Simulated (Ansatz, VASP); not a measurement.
One calculation of BaO, two programs

```
CELL_PARAMETERS angstrom
0.00000 2.69386 2.69386
2.69386 0.00000 2.69386
2.69386 2.69386 0.00000
ATOMIC_POSITIONS crystal
Ba 0.00000 0.00000 0.00000
O 0.50000 0.50000 0.50000
```

Change from the starting cell: volume scaled by 0.94, PAW files.

Alike in both runs: task electric field gradients; functional PBE; k mesh 8 × 8 × 8; occupations fermi-dirac, width 0.02 eV; no spin polarisation.

```csv
,VASP,Ansatz
version,VASP 6.6.1,Ansatz 0.2.0
potentials or method,"VASP PAW PBE potentials, release 64 (Ba_sv, O)","PAW with Ansatz's default frozen-core files, scalar-relativistic"
plane-wave cutoff (eV),520,420
valence electrons in the cell,16,16
```

|  | VASP | Ansatz | Ansatz less VASP |
| --- | --- | --- | --- |
| gap on the k mesh at the Fermi level (eV) | 1.65 | 1.73 | +0.079 |
| pressure (GPa) | 11.3 | 8.9 | -2.39 |

Spin-orbit coupling is off throughout.
